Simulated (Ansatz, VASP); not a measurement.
SnBi2O4 in VASP and in Ansatz

```xyz
14
Lattice="0.0000 5.0555 5.0555 5.0555 0.0000 5.0555 5.0555 5.0555 0.0000" Properties=species:S:1:pos:R:3 pbc="T T T"
Sn    0.0000    0.0000    0.0000
Sn    2.5277    2.5277    2.5277
Bi    6.3194    6.3194    6.3194
Bi    6.3194    3.7916    3.7916
Bi    3.7916    6.3194    3.7916
Bi    3.7916    3.7916    6.3194
O     8.7561    6.4104    6.4104
O     8.7561    8.7561    8.7561
O     6.4104    6.4104    8.7561
O     6.4104    8.7561    6.4104
O     6.2283    3.8827    6.2283
O     3.8827    3.8827    3.8827
O     6.2283    6.2283    3.8827
O     3.8827    6.2283    6.2283
```

Alike in both runs: functional PBE; k mesh 6 × 6 × 6; occupations gaussian, width 0.02 eV; no spin polarisation.

Ansatz relaxed the structure, and its values are those at the end. VASP's run is a single point on that final structure, the one shown.

```csv
,VASP,Ansatz
version,VASP 6.6.1,Ansatz 0.2.0
potentials or method,"VASP PAW PBE potentials, release 64 (Sn_d, Bi_d, O), cutoff 520 eV","scalar-relativistic, plane waves, PAW"
valence electrons in the cell,136,136
```

|  | VASP | Ansatz | Ansatz less VASP |
| --- | --- | --- | --- |
| gap on the k mesh at the Fermi level (eV) | 0.46 | 0.46 | +0.001 |
| least direct gap on the mesh (eV) | 0.46 | 0.46 | +0.001 |
| pressure (GPa) | 0.0 | 0.0 | -0.02 |

Spin-orbit coupling is off throughout.
